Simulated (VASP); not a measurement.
The system is CuI.

```
Cu I
1.0
     0.00000    3.03150    3.03150
     3.03150    0.00000    3.03150
     3.03150    3.03150    0.00000
Cu I
1 1
Direct
  0.25000 0.25000 0.25000
  0.00000 0.00000 0.00000
```

Base run:

```yaml
Program: VASP 6.6.1
Functional: r2SCAN
Potentials_or_basis: VASP PAW PBE potentials, release 64 (Cu, I)
Cutoff: 660 eV
k_mesh: 5 × 5 × 5
Occupations: gaussian, width 0.01 eV
Spin: no spin polarisation
Hubbard_terms: Cu d U = 4.0 eV
```

Its results: band gap on the k mesh 2.28 eV; pressure -0.2 GPa.

Problem. After a change of settings the same cell gave: band gap on the k mesh 1.95 eV; pressure -0.5 GPa. Which change was it?
A. hubbard terms from Cu d U = 4.0 eV to Cu d U = 6.0 eV
B. hubbard terms from Cu d U = 4.0 eV to Cu d U = 2.0 eV
C. hubbard terms from Cu d U = 4.0 eV to none

Solution. B.

Caveats: the PAW data sets were made with another functional, which shifts forces and pressure a little; spin-orbit coupling is left out, which moves the levels of the heavy elements.
